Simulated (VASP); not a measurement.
Set up this calculation in VASP 6.6.1, as the native input.

```
Task                   : single point
Functional             : PBE
Potentials or basis    : VASP PAW PBE potentials, release 64 (Ti_sv, Si)
Cutoff                 : 520 eV
k mesh                 : 12 × 12 × 10
Occupations            : gaussian, width 0.1 eV
Spin                   : no spin polarisation
Dipole correction      : no
Further INCAR settings : ALGO = Normal; EDIFF = 1e-06; NBANDS = 29
```

The structure of TiSi2 lies in POSCAR:

```
TiSi2
1.0
    1.7063341436     -6.3222900265      0.0000000000
    1.7063341436      6.3222900265      0.0000000000
    0.0000000000      0.0000000000      3.4501906441
Ti Si
2 4
Direct
    0.8996670720      0.1003329280      0.7500000000
    0.1003329280      0.8996670720      0.2500000000
    0.5630231738      0.4369768262      0.7500000000
    0.4369768262      0.5630231738      0.2500000000
    0.2494540501      0.7505459499      0.7500000000
    0.7505459499      0.2494540501      0.2500000000
```

One way to write it, as run:

INCAR

```
  PREC = Accurate
  ENCUT = 520
  EDIFF = 1E-6
  ISMEAR = 0
  SIGMA = 0.1
  LREAL = False
  LASPH = True
  NELM = 80
  ALGO = Normal
  ISIF = 2
  LWAVE = False
  LCHARG = False
  GGA = PE
  NBANDS = 29
```

KPOINTS

```
Automatic mesh
0
Gamma
  12 12 10
```

Potentials or basis: VASP PAW PBE potentials, release 64 (Ti_sv, Si).

Command:

```console
$ cat potpaw_PBE.64/Ti_sv/POTCAR potpaw_PBE.64/Si/POTCAR > POTCAR
$ mpirun -np 1 vasp_std > vasp.out
```

Results of the run:

- Pressure: 24.9 GPa
- Largest force: 0.010 eV/Å
- Band gap on the k mesh: zero (band 20 reaches 12.71 eV, above the bottom of band 21 at 11.71 eV)

Run time: 8.1 min on 1 thread of Intel(R) Xeon(R) Platinum 8559C (Emerald Rapids), on a shared host, peak memory 0.57 GiB.
